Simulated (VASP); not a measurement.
# Sn3GeO4 (I4mm) in VASP: a series of runs

Runs on Sn3GeO4. Level: PBE. Tasks: single point.

Program: VASP 6.6.1. These are calculated values, not measurements. Logs are shortened: lines on timing, memory, paths and dates and some standing lists are left out, and cuts for length are marked.

## Step 1: The cell of the first run

The structure is tetragonal, space group I4mm (No. 107). The conventional cell has a = 5.382 Å, b = 5.382 Å, c = 9.959 Å, α = 90.00°, β = 90.00°, γ = 90.00°. Within 3.0 Å of Sn (site symmetry 4mm) lie 4 O at 2.27 Å. Sn (site symmetry 2mm) has 4 O at 2.24 Å within 3.0 Å. Within 2.8 Å of Ge (site symmetry 4mm) lie 4 O at 2.10 Å. O (site symmetry m) has 1 Ge at 2.10 Å and 3 Sn at 2.24 to 2.27 Å and 4 O at 2.64 to 2.74 Å within 2.8 Å.

## Step 2: Single point, PBE

INCAR

```
SYSTEM = Sn3GeO4
PREC = Accurate
ENCUT = 1340
EDIFF = 1E-6
ISMEAR = 0
SIGMA = 0.1
LREAL = .False.
LASPH = .True.
NELM = 120
ALGO = Normal
ISIF = 2
LWAVE = .False.
LCHARG = .True.
GGA = PE
LELF = .True.
LVHAR = .True.
NBANDS = 50
GGA_COMPAT = .False.
```

KPOINTS

```
Automatic mesh
0
Gamma
  4 4 4
  0 0 0
```

POSCAR

```
Sn3GeO4
1.0
    5.3823926000      0.0000000000      0.0000000000
    0.0000000000      5.3823926000      0.0000000000
   -2.6911963000     -2.6911963000      4.9794546000
Sn Ge O
3 1 4
Direct
    0.6285410000      0.6285410000      0.2570820000
    0.8662290000      0.3662290000      0.7324580000
    0.3662290000      0.8662290000      0.7324580000
    0.1496460000      0.1496460000      0.2992920000
    0.0021180000      0.0021180000      0.4946760000
    0.4925580000      0.4925580000      0.4946760000
    0.4925580000      0.0021180000      0.4946760000
    0.0021180000      0.4925580000      0.4946760000
```

Potentials or basis: VASP PAW PBE potentials, release 64 (Sn_d, Ge_d, O_h).

Command:

```console
cat potpaw_PBE.64/Sn_d/POTCAR potpaw_PBE.64/Ge_d/POTCAR potpaw_PBE.64/O_h/POTCAR > POTCAR
mpirun -np 1 vasp_std > vasp.out
```

OUTCAR:

```text
SYSTEM = Sn3GeO4
   PREC = Accurate
   ENCUT = 1340
   EDIFF = 1E-6
   ISMEAR = 0
   LREAL = .False.
   LASPH = .True.
   NELM = 120
   ISIF = 2
   GGA = PE

 ion  position               nearest neighbor table
   1  0.629  0.629  0.257-   6 2.27   7 2.27   8 2.27   5 2.27   3 3.58   2 3.58   2 3.58   3 3.58
                             2 3.75   3 3.75   3 3.75   2 3.75
   2  0.866  0.366  0.732-   7 2.24   6 2.24   5 2.24   8 2.24   1 3.58   1 3.58   1 3.75   1 3.75

   3  0.366  0.866  0.732-   8 2.24   6 2.24   5 2.24   7 2.24   1 3.58   1 3.58   1 3.75   1 3.75

   4  0.150  0.150  0.299-   5 2.10   7 2.10   8 2.10   6 2.10
   5  0.002  0.002  0.495-   4 2.10   3 2.24   2 2.24   1 2.27
   6  0.493  0.493  0.495-   4 2.10   3 2.24   2 2.24   1 2.27
   7  0.493  0.002  0.495-   4 2.10   2 2.24   3 2.24   1 2.27
   8  0.002  0.493  0.495-   4 2.10   3 2.24   2 2.24   1 2.27

  LATTYP: Found a body centered tetragonal cell.
 ALAT       =     5.3823926000
 C/A-ratio  =     1.8502755076

  Lattice vectors:

 A1 = (   2.6911963000,  -2.6911963000,  -4.9794546000)
 A2 = (  -2.6911963000,   2.6911963000,  -4.9794546000)
 A3 = (   2.6911963000,   2.6911963000,   4.9794546000)

Analysis of symmetry for initial positions (statically):
=====================================================================
 Subroutine PRICEL returns:
 Original cell was already a primitive cell.

 Routine SETGRP: Setting up the symmetry group for a
 body centered tetragonal supercell.

 Subroutine GETGRP returns: Found  8 space group operations
 (whereof  8 operations were pure point group operations)
 out of a pool of 16 trial point group operations.

The static configuration has the point symmetry C_4v.

Analysis of symmetry for dynamics (positions and initial velocities):
=====================================================================
 Subroutine PRICEL returns:
 Original cell was already a primitive cell.

 Routine SETGRP: Setting up the symmetry group for a
 body centered tetragonal supercell.

 Subroutine GETGRP returns: Found  8 space group operations
 (whereof  8 operations were pure point group operations)
 out of a pool of 16 trial point group operations.

The dynamic configuration has the point symmetry C_4v.

 Subroutine INISYM returns: Found  8 space group operations
 (whereof  8 operations are pure point group operations),
 and found     1 'primitive' translations

[... 100 lines left out ...]
   ISIF   =      2    stress and relaxation
   ISYM   =      2    0-nonsym 1-usesym 2-fastsym
   POTIM  = 0.5000    time-step for ionic-motion
   TEBEG  =    0.0;   TEEND  =   0.0 temperature during run
   PSTRESS=    0.0 pullay stress
   NELECT =      80.0000    total number of electrons
   NUPDOWN=      -1.0000    fix difference up-down
   EMIN   =  10.00;   EMAX   =-10.00  energy-range for DOS
   EFERMI =   0.00;   METHOD = LEGACY
   ISMEAR =     0;   SIGMA  =   0.10  broadening in eV -4-tet -1-fermi 0-gaus
   EFERMI_NEDOS =   21; number of points for ismear=-14 and -15
   IALGO  =     38    algorithm
   IMIX   =      4    mixing-type and parameters
     AMIX     =   0.40;   BMIX     =  1.00
     AMIX_MAG =   1.60;   BMIX_MAG =  1.00
  volume/ion in A,a.u.               =      18.03       121.69
  Fermi-wavevector in a.u.,A,eV,Ry     =   1.345016  2.541711 24.613850  1.809067
  Thomas-Fermi vector in A             =   2.472963
   LORBIT       =      0    0 simple, 1 ext, 2 COOP (PROOUT), +10 PAW based schemes
   GGA     = PE    functional components
   LHFCALC =     F    Hartree Fock is set to
   AEXX    =    0.0000 exact exchange contribution
   IVDW    =     0    specifies the selected vdW correction
   LEPSILON=     F    determine dielectric tensor
   LRPA    =     F    only Hartree local field effects (RPA)
 non-spin polarized calculation
 Gauss-broadening in eV      SIGMA  =   0.10
  energy-cutoff  :     1340.00
  volume of cell :      144.26
 maximum number of plane-waves:     16122
   NGX = 33   NGY = 33   NGZ = 37

 number of electron      80.0000001 magnetization

 Free energy of the ion-electron system (eV)
  ---------------------------------------------------
  ext. energy  EPLUGINS =         0.00000000
  ---------------------------------------------------
  free energy    TOTEN  =       -45.68310323 eV

  energy without entropy =      -45.68310322  energy(sigma->0) =      -45.68310323

 E-fermi :   6.2359     XC(G=0):  -9.9087

 val. band max:        5.8477249331   @ k =   0.0000   0.0000   0.0000
 cond. band min:       6.6337064498   @ k =   0.0000   0.0000   0.5000
 fundamental gap:      0.7859815167
 Fermi energy:         6.2358664667

 k-point     1 :       0.0000    0.0000    0.0000
  band No.  band energies     occupation
      1     -18.6901      2.00000
      2     -18.6491      2.00000
      3     -18.6446      2.00000
      4     -18.6446      2.00000
      5     -18.6071      2.00000
      6     -15.6488      2.00000
[... 678 lines left out ...]
     49      12.9732      0.00000
     50      12.9847      0.00000

------------------------ aborting loop because EDIFF is reached ----------------------------------------

  FORCE on cell =-STRESS in cart. coord.  units (eV):
  Direction    XX          YY          ZZ          XY          YZ          ZX
  --------------------------------------------------------------------------------------
  -------------------------------------------------------------------------------------
  Total        0.1239622      0.1239622      0.1777297      0.0000000      0.0000000      0.0000000
  in kB        1.3767883      1.3767883      1.9739582      0.0000000      0.0000000      0.0000000
  external PRESSURE =       1.5758450 kB  Pullay stress =       0.0000000 kB

 VOLUME and BASIS-vectors are now :
 -----------------------------------------------------------------------------
  energy-cutoff  :     1340.00
  volume of cell :      144.26
      direct lattice vectors                 reciprocal lattice vectors
     5.382392600  0.000000000  0.000000000     0.185790981  0.000000000  0.100412603
     0.000000000  5.382392600  0.000000000     0.000000000  0.185790981  0.100412603
    -2.691196300 -2.691196300  4.979454600     0.000000000  0.000000000  0.200825207

 POSITION                                       TOTAL-FORCE (eV/Angst)
 -----------------------------------------------------------------------------------
      2.69120      2.69120      1.28013         0.000000      0.000000     -0.064073
      2.69120     -0.00000      3.64724        -0.000000     -0.000000      0.065772
     -0.00000      2.69120      3.64724        -0.000000     -0.000000      0.065772
     -0.00000     -0.00000      1.49031        -0.000000     -0.000000     -0.059516
     -1.31987     -1.31987      2.46322        -0.003114     -0.003114     -0.001988
      1.31987      1.31987      2.46322         0.003114      0.003114     -0.001988
      1.31987     -1.31987      2.46322         0.003114     -0.003114     -0.001988
     -1.31987      1.31987      2.46322        -0.003114      0.003114     -0.001988
 -----------------------------------------------------------------------------------
    total drift:                               -0.000028     -0.000028     -0.000126

  FREE ENERGIE OF THE ION-ELECTRON SYSTEM (eV)
  ---------------------------------------------------
  free  energy   TOTEN  =       -45.6831032253 eV

  energy  without entropy=      -45.6831032248  energy(sigma->0) =      -45.68310323
```

OSZICAR:

```text
N       E                     dE             d eps       ncg     rms          rms(c)
DAV:   1     0.148387395457E+04    0.14839E+04   -0.63430E+04  1518   0.502E+03
DAV:   2     0.365768672954E+03   -0.11181E+04   -0.10627E+04  1300   0.130E+03
DAV:   3     0.218987308395E+02   -0.34387E+03   -0.32326E+03  1446   0.389E+02
DAV:   4    -0.494808205511E+02   -0.71380E+02   -0.68761E+02  1754   0.149E+02
DAV:   5    -0.528053715353E+02   -0.33246E+01   -0.32894E+01  1542   0.335E+01    0.163E+01
DAV:   6    -0.456088772301E+02    0.71965E+01   -0.28543E+01  2334   0.510E+01    0.673E+00
DAV:   7    -0.457115073732E+02   -0.10263E+00   -0.44437E+00  1420   0.102E+01    0.370E+00
DAV:   8    -0.457194678384E+02   -0.79605E-02   -0.10737E+00  2064   0.586E+00    0.146E+00
DAV:   9    -0.456790181464E+02    0.40450E-01   -0.19322E-01  2040   0.375E+00    0.365E-01
DAV:  10    -0.456831706909E+02   -0.41525E-02   -0.27554E-02  1728   0.132E+00    0.186E-01
DAV:  11    -0.456829998034E+02    0.17089E-03   -0.31767E-03  1800   0.451E-01    0.641E-02
DAV:  12    -0.456831146121E+02   -0.11481E-03   -0.11839E-03  1824   0.166E-01    0.558E-02
DAV:  13    -0.456831040611E+02    0.10551E-04   -0.18311E-04  1752   0.121E-01    0.120E-02
DAV:  14    -0.456831034268E+02    0.63434E-06   -0.16917E-05  1656   0.362E-02    0.402E-03
DAV:  15    -0.456831032253E+02    0.20143E-06   -0.15777E-06  1168   0.126E-02
   1 F= -.45683103E+02 E0= -.45683103E+02  d E =-.491512E-09
```

Run time: 6.5 min. Hardware: 1 thread of Intel Xeon Platinum 8488C (Sapphire Rapids), shared host; peak memory 0.84 GiB.

What came out:

```yaml
Free_energy: -45.6831 eV
Pressure: 0.2 GPa
Largest_force: 0.066 eV/Å
Band_gap_on_the_k_mesh: 0.79 eV (least direct gap 2.08 eV)
```

Forces in eV/Å, atoms in the order of the input:
```
Sn   0.000  0.000 -0.064
Sn   0.000  0.000  0.066
Sn   0.000  0.000  0.066
Ge   0.000  0.000 -0.060
O   -0.003 -0.003 -0.002
O    0.003  0.003 -0.002
O    0.003 -0.003 -0.002
O   -0.003  0.003 -0.002
```

Levels at points of the mesh, in eV from the valence-band top:
```tsv
k point	band 38	band 39	band 40	band 41	band 42	band 43
(0.00, 0.00, 0.00)	-2.10	-1.98	0.00	2.15	2.93	2.93
(0.50, 0.00, 0.00)	-2.30	-0.98	-0.73	2.54	2.69	2.71
(0.50, 0.50, 0.00)	-2.15	-1.33	-1.32	2.48	3.01	3.06
(0.00, 0.00, 0.50)	-1.96	-1.50	-1.47	0.79	0.79	1.67
```

Caveat: spin-orbit coupling is left out, which moves the levels of the heavy elements. A k mesh can miss the band edges.

## Step 3: Single point, PBE

This run uses another cell than the first one, of the same volume but with other edges.

INCAR

```
PREC = Accurate ; ENCUT = 1340
EDIFF = 1E-6 ; ISMEAR = 0
SIGMA = 0.1 ; LREAL = False
LASPH = True ; NELM = 120
ALGO = Normal ; ISIF = 2
LWAVE = False ; LCHARG = False
GGA = PE ; NBANDS = 50
GGA_COMPAT = False
```

KPOINTS

```
Automatic mesh
0
Gamma
  4 4 4
```

POSCAR

```
Sn3GeO4
1.0
   -2.6911963000      2.6911963000      4.9794546000
    2.6911963000     -2.6911963000      4.9794546000
    2.6911963000      2.6911963000     -4.9794546000
Sn Ge O
3 1 4
Direct
    0.6285410000      0.6285410000      0.0000000000
    0.3662290000      0.8662290000      0.5000000000
    0.8662290000      0.3662290000      0.5000000000
    0.1496460000      0.1496460000      0.0000000000
    0.0021180000      0.0021180000      0.5095600000
    0.4925580000      0.4925580000      0.4904400000
    0.0021180000      0.4925580000      0.0000000000
    0.4925580000      0.0021180000      0.0000000000
```

Potentials or basis: VASP PAW PBE potentials, release 64 (Sn_d, Ge_d, O_h).

Command:

```console
cat potpaw_PBE.64/Sn_d/POTCAR potpaw_PBE.64/Ge_d/POTCAR potpaw_PBE.64/O_h/POTCAR > POTCAR
mpirun -np 1 vasp_std > vasp.out
```

Wall time 12 min (1 thread of Intel Xeon Platinum 8375C at 2.90GHz (Ice Lake), shared host); peak memory 1.1 GiB.

It converged, with:

```yaml
Free_energy: -45.6831 eV
Pressure: 0.2 GPa
Largest_force: 0.066 eV/Å
Band_gap_on_the_k_mesh: 0.79 eV (least direct gap 2.08 eV)
```

Forces on the atoms (eV/Å):
```
Sn   0.000  0.000 -0.064
Sn   0.000  0.000  0.066
Sn   0.000  0.000  0.066
Ge   0.000  0.000 -0.060
O   -0.003 -0.003 -0.002
O    0.003  0.003 -0.002
O    0.003 -0.003 -0.002
O   -0.003  0.003 -0.002
```

Levels at points of the mesh, in eV from the valence-band top:
```csv
k point,band 36,band 37,band 38,band 39,band 40,band 41,band 42,band 43,band 44,band 45
"(0.00, 0.00, 0.00)",-2.34,-2.17,-2.10,-1.98,0.00,2.15,2.93,2.93,4.06,4.06
"(0.50, 0.00, 0.00)",-2.65,-2.35,-2.30,-0.98,-0.73,2.54,2.69,2.71,3.13,3.72
"(0.50, 0.50, 0.00)",-4.12,-2.19,-2.15,-1.33,-1.32,2.48,3.01,3.06,3.56,5.46
"(0.50, 0.50, 0.50)",-2.10,-1.98,-1.96,-1.50,-1.47,0.79,0.79,1.67,3.56,3.56
```

Caveat: spin-orbit coupling is left out, which moves the levels of the heavy elements. A k mesh can miss the band edges.

## Step 4: Single point, PBE

This run uses another cell than the first one, of the same volume but with other edges.

INCAR

```
SYSTEM = Sn3GeO4
ALGO = Normal
EDIFF = 1E-6
ENCUT = 520
GGA = PE
ISIF = 2
ISMEAR = 0
LASPH = .TRUE.
LCHARG = .TRUE.
LELF = .TRUE.
LREAL = .FALSE.
LVHAR = .TRUE.
LWAVE = .FALSE.
NBANDS = 50
NELM = 100
PREC = Accurate
SIGMA = 0.02
```

KPOINTS

```
k-points
0
G
  8 8 8
  0 0 0
```

POSCAR is that of step 3.

Potentials or basis: VASP PAW PBE potentials, release 64 (Sn_d, Ge_d, O).

Command:

```console
cat potpaw_PBE.64/Sn_d/POTCAR potpaw_PBE.64/Ge_d/POTCAR potpaw_PBE.64/O/POTCAR > POTCAR
mpirun -np 1 vasp_std > vasp.out
```

It took 11 min on 1 thread of Intel Xeon Platinum 8259CL at 2.50GHz (Skylake/Cascade Lake), shared host; peak memory 0.56 GiB.

The run converged. Its results:

```
Free energy            : -45.6544 eV
Pressure               : 0.2 GPa
Largest force          : 0.077 eV/Å
Band gap on the k mesh : 0.74 eV (least direct gap 2.08 eV)
```

Forces in eV/Å, atoms in the order of the input:
```
Sn   0.000  0.000 -0.075
Sn   0.000  0.000  0.077
Sn   0.000  0.000  0.077
Ge   0.000  0.000 -0.070
O   -0.004 -0.004 -0.002
O    0.004  0.004 -0.002
O    0.004 -0.004 -0.002
O   -0.004  0.004 -0.002
```

Levels at points of the mesh, in eV from the valence-band top:
| k point | band 36 | band 37 | band 38 | band 39 | band 40 | band 41 | band 42 | band 43 | band 44 | band 45 |
| --- | --- | --- | --- | --- | --- | --- | --- | --- | --- | --- |
| (0.00, 0.00, 0.00) | -2.39 | -2.21 | -2.14 | -2.02 | -0.04 | 2.11 | 2.89 | 2.89 | 4.02 | 4.02 |
| (0.50, 0.00, 0.00) | -2.69 | -2.40 | -2.34 | -1.02 | -0.77 | 2.50 | 2.64 | 2.67 | 3.09 | 3.68 |
| (0.50, 0.50, 0.00) | -4.16 | -2.23 | -2.19 | -1.38 | -1.36 | 2.44 | 2.97 | 3.01 | 3.52 | 5.42 |
| (0.50, 0.50, 0.50) | -2.14 | -2.02 | -2.00 | -1.54 | -1.51 | 0.74 | 0.74 | 1.62 | 3.52 | 3.52 |

Caveat: spin-orbit coupling is left out, which moves the levels of the heavy elements.

## Step 5: Overview

```csv
potentials or basis,cell,k mesh,cutoff (eV),smearing,gap on the mesh (eV),pressure (GPa),largest force (eV/Å)
"VASP PAW PBE potentials, release 64 (Sn_d, Ge_d, O_h)","a = 5.382, b = 5.382, c = 6.267 Å, angles 115.4, 115.4, 90.0°, 8 atoms",4 × 4 × 4,1340,gaussian 0.1 eV,0.79,0.2,0.07
"VASP PAW PBE potentials, release 64 (Sn_d, Ge_d, O_h)","a = 6.267 Å, angles 129.1, 129.1, 74.8°, 8 atoms",4 × 4 × 4,1340,gaussian 0.1 eV,0.79,0.2,0.07
"VASP PAW PBE potentials, release 64 (Sn_d, Ge_d, O)","a = 6.267 Å, angles 129.1, 129.1, 74.8°, 8 atoms",8 × 8 × 8,520,gaussian 0.02 eV,0.74,0.2,0.08
```

Alike in all rows: task single point; level PBE; no spin polarisation.

Caveats: spin-orbit coupling is left out, which moves the levels of the heavy elements.

Absolute energies hang on the potentials; compare differences alone.
